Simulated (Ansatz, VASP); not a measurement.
Two plane-wave programs on Be2Se

```
Be Se
1.0
     4.24716    0.00000    0.00000
    -2.12358    3.67815    0.00000
     0.00000    0.00000    2.58127
Be Se
2 1
Cartesian
  0.0000 2.4521 1.2906
  2.1236 1.2260 1.2906
  0.0000 0.0000 1.2906
```

Alike in both runs: functional PBE; k mesh 12 × 12 × 16; occupations gaussian, width 0.1 eV; no spin polarisation.

Ansatz relaxed the structure, and its values are those at the end. VASP's run is a single point on that final structure, the one shown.

|  | VASP | Ansatz |
| --- | --- | --- |
| version | VASP 6.6.1 | Ansatz 0.2.0 |
| potentials or method | VASP PAW PBE potentials, release 64 (Be, Se), cutoff 520 eV | scalar-relativistic, plane waves, PAW |
| valence electrons in the cell | 10 | 20 |

```csv
,VASP,Ansatz,Ansatz less VASP
gap on the k mesh at the Fermi level (eV),none,none,-
pressure (GPa),0.1,0.0,-0.09
```

A gap of «none» marks a metal or a gap that the smearing closes. VASP's potentials hold 10 valence electrons a cell and Ansatz's 20, so a difference there can come from the potentials and not from the codes.
